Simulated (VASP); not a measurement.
# FeNi3 (Pm-3m) in VASP: notebook

FeNi3 is run at these levels: PBEsol; tasks: single point, relaxation of cell and atoms.

All numbers are computed with VASP 6.6.1; they aren't measurements. Logs are shortened: lines on timing, memory, paths and dates and some standing lists are left out, and cuts for length are marked.

## Step 1: The cell of the first run

Symmetry: Pm-3m, No. 221, cubic system. Conventional cell: a = 3.488 Å, b = 3.488 Å, c = 3.488 Å, α = 90.00°, β = 90.00°, γ = 90.00°. Fe (site symmetry m-3m) has 12 Ni at 2.47 Å within 3.3 Å. Within 3.3 Å of Ni (site symmetry 4/mmm) lie 4 Fe at 2.47 Å and 8 Ni at 2.47 Å.

## Step 2: Single point, PBEsol, collinear spin, ferromagnetic start

The input, INCAR:

```
SYSTEM = FeNi3
ALGO = Normal
EDIFF = 1E-7
ENCUT = 520
GGA = PS
ISIF = 2
ISMEAR = 0
ISPIN = 2
LASPH = .TRUE.
LCHARG = .FALSE.
LMAXMIX = 4
LORBIT = 11
LREAL = .FALSE.
LWAVE = .FALSE.
MAGMOM = 3.2 0.78 0.78 0.78
NBANDS = 31
NELM = 150
PREC = Accurate
SIGMA = 0.1
```

The input, KPOINTS:

```
k-points
0
G
  6 6 6
  0 0 0
```

The input, POSCAR:

```
FeNi3
1.0
    3.4878458456      0.0000000000      0.0000000000
    0.0000000000      3.4878458456      0.0000000000
    0.0000000000      0.0000000000      3.4878458456
Fe Ni
1 3
Direct
    0.0000000000      0.0000000000      0.0000000000
    0.0000000000      0.5000000000      0.5000000000
    0.5000000000      0.0000000000      0.5000000000
    0.5000000000      0.5000000000      0.0000000000
```

Potentials or basis: VASP PAW PBE potentials, release 64 (Fe, Ni).

Run with:

```bash
> cat potpaw_PBE.64/Fe/POTCAR potpaw_PBE.64/Ni/POTCAR > POTCAR
> mpirun -np 1 vasp_std > vasp.out
```

OUTCAR:

```text
SYSTEM = FeNi3
   EDIFF = 1E-7
   ENCUT = 520
   GGA = PS
   ISIF = 2
   ISMEAR = 0
   ISPIN = 2
   LASPH = .TRUE.
   LORBIT = 11
   LREAL = .FALSE.
   NELM = 150
   PREC = Accurate

 ion  position               nearest neighbor table
   1  0.000  0.000  0.000-   2 2.47   3 2.47   4 2.47   2 2.47   3 2.47   2 2.47   4 2.47   2 2.47
                             3 2.47   4 2.47   3 2.47   4 2.47
   2  0.000  0.500  0.500-   1 2.47   3 2.47   4 2.47   1 2.47   4 2.47   1 2.47   3 2.47   1 2.47
                             3 2.47   4 2.47   4 2.47   3 2.47
   3  0.500  0.000  0.500-   1 2.47   2 2.47   4 2.47   1 2.47   4 2.47   2 2.47   4 2.47   4 2.47
                             1 2.47   2 2.47   1 2.47   2 2.47
   4  0.500  0.500  0.000-   1 2.47   2 2.47   3 2.47   2 2.47   3 2.47   1 2.47   3 2.47   3 2.47
                             1 2.47   2 2.47   2 2.47   1 2.47

  LATTYP: Found a simple cubic cell.
 ALAT       =     3.4878458456

  Lattice vectors:

 A1 = (   3.4878458456,   0.0000000000,   0.0000000000)
 A2 = (   0.0000000000,   3.4878458456,   0.0000000000)
 A3 = (   0.0000000000,   0.0000000000,   3.4878458456)

Analysis of symmetry for initial positions (statically):
=====================================================================
 Subroutine PRICEL returns:
 Original cell was already a primitive cell.

 Routine SETGRP: Setting up the symmetry group for a
 simple cubic supercell.

 Subroutine GETGRP returns: Found 48 space group operations
 (whereof 48 operations were pure point group operations)
 out of a pool of 48 trial point group operations.

The static configuration has the point symmetry O_h .

Analysis of symmetry for dynamics (positions and initial velocities):
=====================================================================
 Subroutine PRICEL returns:
 Original cell was already a primitive cell.

 Routine SETGRP: Setting up the symmetry group for a
 simple cubic supercell.

 Subroutine GETGRP returns: Found 48 space group operations
 (whereof 48 operations were pure point group operations)
 out of a pool of 48 trial point group operations.

The dynamic configuration has the point symmetry O_h .

Analysis of structural, dynamic, and magnetic symmetry:
=====================================================================
 Subroutine PRICEL returns:
 Original cell was already a primitive cell.

 Routine SETGRP: Setting up the symmetry group for a
 simple cubic supercell.

 Subroutine GETGRP returns: Found 48 space group operations
 (whereof 48 operations were pure point group operations)
 out of a pool of 48 trial point group operations.

The overall configuration has the point symmetry O_h .

 Subroutine INISYM returns: Found 48 space group operations
 (whereof 48 operations are pure point group operations),
 and found     1 'primitive' translations

----------------------------------------------------------------------------------------

                                     Primitive cell

  volume of cell :      42.4299

  direct lattice vectors                    reciprocal lattice vectors
     3.487845846  0.000000000  0.000000000     0.286709919  0.000000000  0.000000000
     0.000000000  3.487845846  0.000000000     0.000000000  0.286709919  0.000000000
     0.000000000  0.000000000  3.487845846     0.000000000  0.000000000  0.286709919

  length of vectors
     3.487845846  3.487845846  3.487845846     0.286709919  0.286709919  0.286709919

  position of ions in fractional coordinates (direct lattice)
     0.000000000  0.000000000  0.000000000
     0.000000000  0.500000000  0.500000000
     0.500000000  0.000000000  0.500000000
     0.500000000  0.500000000  0.000000000

  ion indices of the primitive-cell ions
   primitive index   ion index
                 1           1
                 2           2
                 3           3
                 4           4

----------------------------------------------------------------------------------------

 KPOINTS: k-points

Automatic generation of k-mesh.
 Grid dimensions read from file:
 generate k-points for:    6    6    6

 Generating k-lattice:

  Cartesian coordinates                     Fractional coordinates (reciprocal lattice)
     0.047784987  0.000000000  0.000000000     0.166666667  0.000000000  0.000000000
     0.000000000  0.047784987  0.000000000     0.000000000  0.166666667  0.000000000
     0.000000000  0.000000000  0.047784987     0.000000000  0.000000000  0.166666667

  Length of vectors
     0.047784987  0.047784987  0.047784987

  Shift w.r.t. Gamma in fractional coordinates (k-lattice)
     0.000000000  0.000000000  0.000000000

 Subroutine IBZKPT returns following result:
 ===========================================

 Found     20 irreducible k-points:

 Following reciprocal coordinates:
            Coordinates               Weight
  0.000000  0.000000  0.000000      1.000000
  0.166667  0.000000  0.000000      6.000000
  0.333333  0.000000  0.000000      6.000000
  0.500000  0.000000  0.000000      3.000000
  0.166667  0.166667  0.000000     12.000000
  0.333333  0.166667  0.000000     24.000000
[... 12 lines left out ...]
  0.500000  0.500000  0.333333      6.000000
  0.500000  0.500000  0.500000      1.000000
   k-points           NKPTS =     20   k-points in BZ     NKDIM =     20   number of bands    NBANDS=     31
   number of dos      NEDOS =    301   number of ions     NIONS =      4
   total plane-waves  NPLWV =  21952
   dimension x,y,z NGX =    28 NGY =   28 NGZ =   28
   dimension x,y,z NGXF=    56 NGYF=   56 NGZF=   56
   ions per type =               1   3
   NGX,Y,Z   is equivalent  to a cutoff of  13.35, 13.35, 13.35 a.u.
   NGXF,Y,Z  is equivalent  to a cutoff of  26.69, 26.69, 26.69 a.u.
 SYSTEM =  FeNi3
   PREC   = accura    normal or accurate (medium, high low for compatibility)
   ISTART =      0    job   : 0-new  1-cont  2-samecut
   ICHARG =      2    charge: 1-file 2-atom 10-const
   ISPIN  =      2    spin polarized calculation?
   LNONCOLLINEAR =      F non collinear calculations
   LSORBIT =      F    spin-orbit coupling
   LASPH  =      T    aspherical Exc in radial PAW
   ENCUT  =  520.0 eV  38.22 Ry    6.18 a.u.   6.49  6.49  6.49*2*pi/ulx,y,z
   NELM   =    150;   NELMIN=  2; NELMDL= -5     # of ELM steps
   EDIFF  = 0.1E-06   stopping-criterion for ELM
   LREAL  =      F    real-space projection
   EDIFFG = 0.1E-05   stopping-criterion for IOM
   NSW    =      0    number of steps for IOM
   IBRION =     -1    ionic relax: 0-MD 1-quasi-New 2-CG
   NFREE  =      0    steps in history (QN), initial steepest desc. (CG)
   ISIF   =      2    stress and relaxation
   ISYM   =      2    0-nonsym 1-usesym 2-fastsym
   POTIM  = 0.5000    time-step for ionic-motion
   TEBEG  =    0.0;   TEEND  =   0.0 temperature during run
   PSTRESS=    0.0 pullay stress
   NELECT =      38.0000    total number of electrons
   NUPDOWN=      -1.0000    fix difference up-down
   EMIN   =  10.00;   EMAX   =-10.00  energy-range for DOS
   EFERMI =   0.00;   METHOD = LEGACY
   ISMEAR =     0;   SIGMA  =   0.10  broadening in eV -4-tet -1-fermi 0-gaus
   EFERMI_NEDOS =   21; number of points for ismear=-14 and -15
   IALGO  =     38    algorithm
   IMIX   =      4    mixing-type and parameters
     AMIX     =   0.40;   BMIX     =  1.00
     AMIX_MAG =   1.60;   BMIX_MAG =  1.00
  volume/ion in A,a.u.               =      10.61        71.58
  Fermi-wavevector in a.u.,A,eV,Ry     =   1.578018  2.982023 33.880443  2.490142
  Thomas-Fermi vector in A             =   2.678613
   LORBIT       =     11    0 simple, 1 ext, 2 COOP (PROOUT), +10 PAW based schemes
   GGA     = PS    functional components
   LHFCALC =     F    Hartree Fock is set to
   AEXX    =    0.0000 exact exchange contribution
   IVDW    =     0    specifies the selected vdW correction
   LEPSILON=     F    determine dielectric tensor
   LRPA    =     F    only Hartree local field effects (RPA)
 spin polarized calculation
 Gauss-broadening in eV      SIGMA  =   0.10
  energy-cutoff  :      520.00
  volume of cell :       42.43
 maximum number of plane-waves:      1189
 NGX is ok and might be reduce to    28
   NGX = 13   NGY = 13   NGZ = 13

 number of electron      37.9999983 magnetization       4.8600192

 Free energy of the ion-electron system (eV)
  ---------------------------------------------------
  ext. energy  EPLUGINS =         0.00000000
  ---------------------------------------------------
  free energy    TOTEN  =       -27.65823473 eV

  energy without entropy =      -27.64641609  energy(sigma->0) =      -27.65232541

 E-fermi :   9.0030     XC(G=0): -13.6052

 val. band max:        8.9831165024   @ k =   0.5000   0.1667   0.1667
 cond. band min:       9.0357626519   @ k =   0.0000   0.0000   0.0000
 fundamental gap:      0.0526461495
 Fermi energy:         9.0029700665

 spin component 1

 k-point     1 :       0.0000    0.0000    0.0000
  band No.  band energies     occupation
      1      -0.4194      1.00000
      2       3.4615      1.00000
      3       3.4615      1.00000
      4       4.0844      1.00000
      5       4.2252      1.00000
      6       4.2252      1.00000
[... 669 lines left out ...]
     30      30.8693      0.00000
     31      30.8708      0.00000
 Fermi energy:         9.0029700665

 spin component 2

 k-point     1 :       0.0000    0.0000    0.0000
  band No.  band energies     occupation
      1      -0.3248      1.00000
      2       4.4798      1.00000
      3       4.4798      1.00000
      4       4.5015      1.00000
      5       5.2150      1.00000
      6       5.2150      1.00000
[... 669 lines left out ...]
     30      30.7817      0.00000
     31      30.7818      0.00000

------------------------ aborting loop because EDIFF is reached ----------------------------------------

  FORCE on cell =-STRESS in cart. coord.  units (eV):
  Direction    XX          YY          ZZ          XY          YZ          ZX
  --------------------------------------------------------------------------------------
  -------------------------------------------------------------------------------------
  Total        0.1130045      0.1130045      0.1130045      0.0000000      0.0000000     -0.0000000
  in kB        4.2671168      4.2671168      4.2671168      0.0000000      0.0000000     -0.0000000
  external PRESSURE =       4.2671168 kB  Pullay stress =       0.0000000 kB

 VOLUME and BASIS-vectors are now :
 -----------------------------------------------------------------------------
  energy-cutoff  :      520.00
  volume of cell :       42.43
      direct lattice vectors                 reciprocal lattice vectors
     3.487845846  0.000000000  0.000000000     0.286709919  0.000000000  0.000000000
     0.000000000  3.487845846  0.000000000     0.000000000  0.286709919  0.000000000
     0.000000000  0.000000000  3.487845846     0.000000000  0.000000000  0.286709919

 POSITION                                       TOTAL-FORCE (eV/Angst)
 -----------------------------------------------------------------------------------
      0.00000      0.00000      0.00000         0.000000      0.000000      0.000000
      0.00000      1.74392      1.74392         0.000000      0.000000      0.000000
      1.74392      0.00000      1.74392         0.000000      0.000000      0.000000
      1.74392      1.74392      0.00000         0.000000      0.000000      0.000000
 -----------------------------------------------------------------------------------
    total drift:                                0.000000      0.000000      0.000000

  FREE ENERGIE OF THE ION-ELECTRON SYSTEM (eV)
  ---------------------------------------------------
  free  energy   TOTEN  =       -27.6582347274 eV

  energy  without entropy=      -27.6464160942  energy(sigma->0) =      -27.65232541

 total charge

# of ion       s       p       d       tot
------------------------------------------
    1        0.497   0.547   6.150   7.194
    2        0.529   0.561   8.340   9.429
    3        0.529   0.561   8.340   9.429
    4        0.529   0.561   8.340   9.429
--------------------------------------------------
tot          2.083   2.229  31.169  35.482

 magnetization (x)

# of ion       s       p       d       tot
------------------------------------------
    1        0.010   0.002   2.846   2.858
    2       -0.014  -0.042   0.720   0.664
    3       -0.014  -0.042   0.720   0.664
    4       -0.014  -0.042   0.720   0.664
--------------------------------------------------
tot         -0.031  -0.124   5.005   4.851
```

It took 94 s on 1 thread of Oxide Virtual Turin-like, shared host; peak memory 0.16 GiB.

Results:

- Free energy: -27.6582 eV
- Pressure: 0.4 GPa
- Net moment: 4.86 μB per cell
- Site moments: Fe +2.86; Ni +0.66 μB
- Valence electrons inside the program's atomic spheres: Fe 7.19; Ni 9.43

Caveat: the PAW data sets were made with another functional, which shifts forces and pressure a little.

## Step 3: Single point, PBEsol, collinear spin, ferromagnetic start

This run uses another cell than the first one, of 11.14 Å³/atom, 1.050 times its volume.

The input, INCAR:

```
  PREC = Accurate
  ENCUT = 520
  EDIFF = 1E-6
  ISMEAR = 0
  SIGMA = 0.1
  LREAL = F
  LASPH = T
  NELM = 150
  ALGO = Normal
  ISIF = 2
  LWAVE = F
  LCHARG = F
  ISPIN = 2
  MAGMOM = 4 2 2 2
  LORBIT = 11
  LMAXMIX = 4
  GGA = PS
  NBANDS = 31
```

The input, KPOINTS:

```
regular mesh
0
Gamma
  6 6 6
```

The input, POSCAR:

```
FeNi3
1.0
    3.5450000000      0.0000000000      0.0000000000
    0.0000000000      3.5450000000      0.0000000000
    0.0000000000      0.0000000000      3.5450000000
Fe Ni
1 3
Direct
    0.0000000000      0.0000000000      0.0000000000
    0.0000000000      0.5000000000      0.5000000000
    0.5000000000      0.0000000000      0.5000000000
    0.5000000000      0.5000000000      0.0000000000
```

Potentials or basis: VASP PAW PBE potentials, release 64 (Fe, Ni).

Run with:

```bash
> cat potpaw_PBE.64/Fe/POTCAR potpaw_PBE.64/Ni/POTCAR > POTCAR
> mpirun -np 1 vasp_std > vasp.out
```

OUTCAR:

```text
PREC = Accurate
   ENCUT = 520
   EDIFF = 1E-6
   ISMEAR = 0
   LREAL = F
   LASPH = T
   NELM = 150
   ISIF = 2
   ISPIN = 2
   LORBIT = 11
   GGA = PS

 ion  position               nearest neighbor table
   1  0.000  0.000  0.000-   2 2.51   3 2.51   4 2.51   2 2.51   3 2.51   2 2.51   4 2.51   2 2.51
                             3 2.51   4 2.51   3 2.51   4 2.51
   2  0.000  0.500  0.500-   1 2.51   3 2.51   4 2.51   1 2.51   4 2.51   1 2.51   3 2.51   1 2.51
                             3 2.51   4 2.51   4 2.51   3 2.51
[... 1591 lines left out ...]
     3.545000000  0.000000000  0.000000000     0.282087447  0.000000000  0.000000000
     0.000000000  3.545000000  0.000000000     0.000000000  0.282087447  0.000000000
     0.000000000  0.000000000  3.545000000     0.000000000  0.000000000  0.282087447

 POSITION                                       TOTAL-FORCE (eV/Angst)
 -----------------------------------------------------------------------------------
      0.00000      0.00000      0.00000         0.000000      0.000000      0.000000
      0.00000      1.77250      1.77250         0.000000      0.000000      0.000000
      1.77250      0.00000      1.77250         0.000000      0.000000      0.000000
      1.77250      1.77250      0.00000         0.000000      0.000000      0.000000
 -----------------------------------------------------------------------------------
    total drift:                                0.000000      0.000000      0.000000

  FREE ENERGIE OF THE ION-ELECTRON SYSTEM (eV)
  ---------------------------------------------------
  free  energy   TOTEN  =       -27.5956747592 eV

  energy  without entropy=      -27.5825510881  energy(sigma->0) =      -27.58911292

 total charge

# of ion       s       p       d       tot
------------------------------------------
    1        0.477   0.505   6.108   7.090
    2        0.507   0.514   8.318   9.339
    3        0.507   0.514   8.318   9.339
    4        0.507   0.514   8.318   9.339
--------------------------------------------------
tot          1.997   2.049  31.060  35.106

 magnetization (x)

# of ion       s       p       d       tot
------------------------------------------
    1        0.011   0.001   2.895   2.906
    2       -0.014  -0.042   0.715   0.659
    3       -0.014  -0.042   0.715   0.659
    4       -0.014  -0.042   0.715   0.659
--------------------------------------------------
tot         -0.033  -0.125   5.041   4.883
```

stdout:

```text
POSCAR found type information on POSCAR FeNi
 POSCAR found :  2 types and       4 ions
 scaLAPACK will be used
 -----------------------------------------------------------------------------
|                                                                             |
|                                                                             |
|     You enforced a specific xc type in the INCAR file but a different       |
|     I HOPE YOU KNOW WHAT YOU ARE DOING!                                     |
|                                                                             |
 -----------------------------------------------------------------------------

 LDA part: xc-table for (Slater+PW92), standard interpolation
 POSCAR, INCAR and KPOINTS ok, starting setup
 FFT: planning ... GRIDC
 FFT: planning ... GRID_SOFT
 FFT: planning ... GRID
 WAVECAR not read
 entering main loop
```

Wall time 78 s (1 thread of Oxide Virtual Turin-like, shared host); peak memory 0.16 GiB.

What came out:

```
Free energy                                           : -27.5957 eV
Pressure                                              : -9.4 GPa
Net moment                                            : 4.87 μB per cell
Site moments                                          : Fe +2.91; Ni +0.66 μB
Valence electrons inside the program's atomic spheres : Fe 7.09; Ni 9.34
```

Caveat: the PAW data sets were made with another functional, which shifts forces and pressure a little.

[end of part 1 of 2]
